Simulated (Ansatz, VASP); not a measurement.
H10CO5 in VASP and in Ansatz

```xyz
16
Lattice="5.6567 0.0000 0.0000 0.0000 5.6567 0.0000 0.0000 0.0000 5.6567" Properties=species:S:1:pos:R:3 pbc="T T T"
O     2.7822    4.6761    0.5604
O     3.0439    1.5589    4.9079
O    -0.1827    3.1425    4.5935
O    -0.1130    5.6370    0.2962
O     1.5342    5.9350    2.8552
H     3.6466    4.2362    0.5976
H     3.0169    5.5861    0.2357
H     2.7153    1.3954    4.0038
H     3.8898    2.0527    4.8135
H    -0.0325    3.9298    5.1780
H     0.6933    2.7126    4.5820
H     0.2882    6.0849   -0.4733
H     0.4835    5.8400    1.0469
H     3.3589    5.0237    2.9677
H     1.8392    3.9221    2.7262
C     2.2639    4.9462    2.7879
```

Alike in both runs: functional PBE; dispersion D3(BJ); k mesh 1 × 1 × 1; occupations fermi-dirac, width 0.05 eV; no spin polarisation.

Ansatz relaxed the structure, and its values are those at the end. VASP's run is a single point on that final structure, the one shown.

|  | VASP | Ansatz |
| --- | --- | --- |
| version | VASP 6.6.1 | Ansatz 0.2.0 |
| potentials or method | VASP PAW PBE potentials, release 64 (O_h, H_h, C_h), cutoff 1000 eV | scalar-relativistic, plane waves, PAW |
| valence electrons in the cell | 44 | 44 |

```csv
,VASP,Ansatz,Ansatz less VASP
rms of the force components (eV/Å),0.094,0.093,-0.0010
```
